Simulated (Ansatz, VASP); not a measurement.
**HfO2: VASP beside Ansatz**

```
Hf O
1.0
     3.46914    0.00000    0.00000
     0.00000    3.60430    0.00000
     0.00000    0.00000    5.26397
Hf O
2 4
Cartesian
  1.7346 1.8022 2.6320
  0.0000 0.0000 0.0000
  0.0000 1.8022 3.6493
  1.7346 0.0000 4.2467
  1.7346 0.0000 1.6147
  0.0000 1.8022 1.0173
```

Change from the starting cell: strain -0.0375 x Voigt [1, 0, 0, 0, 0, 0], atoms carried along.

Alike in both runs: task single point; functional PBE; k mesh 6 × 6 × 4; occupations gaussian, width 0.05 eV; no spin polarisation.

|  | VASP | Ansatz |
| --- | --- | --- |
| version | VASP 6.6.1 | Ansatz 0.2.0 |
| potentials or method | VASP PAW PBE potentials, release 64 (Hf_pv, O), cutoff 520 eV | scalar-relativistic, plane waves, PAW |
| valence electrons in the cell | 44 | 76 |

Ansatz gave:

| Property | Result |
| --- | --- |
| gap on the k mesh at the Fermi level (eV) | 4.73 |
| least direct gap on the mesh (eV) | 4.79 |
| pressure (GPa) | 10.7 |
| traceless stress, the component that is largest in VASP (GPa) | 8.26 |
| rms of the force components (eV/Å) | 0.352 |

What did VASP give for the same quantities?

gap on the k mesh at the Fermi level (eV): 4.71; least direct gap on the mesh (eV): 4.78; pressure (GPa): 7.3; traceless stress, the component that is largest in VASP (GPa): 8.18; rms of the force components (eV/Å): 0.344.

Atom by atom the forces differ by 0.023 eV/Å (rms over components). VASP's potentials hold 44 valence electrons a cell and Ansatz's 76, so a difference there can come from the potentials and not from the codes.

Neither program's run includes spin-orbit coupling.
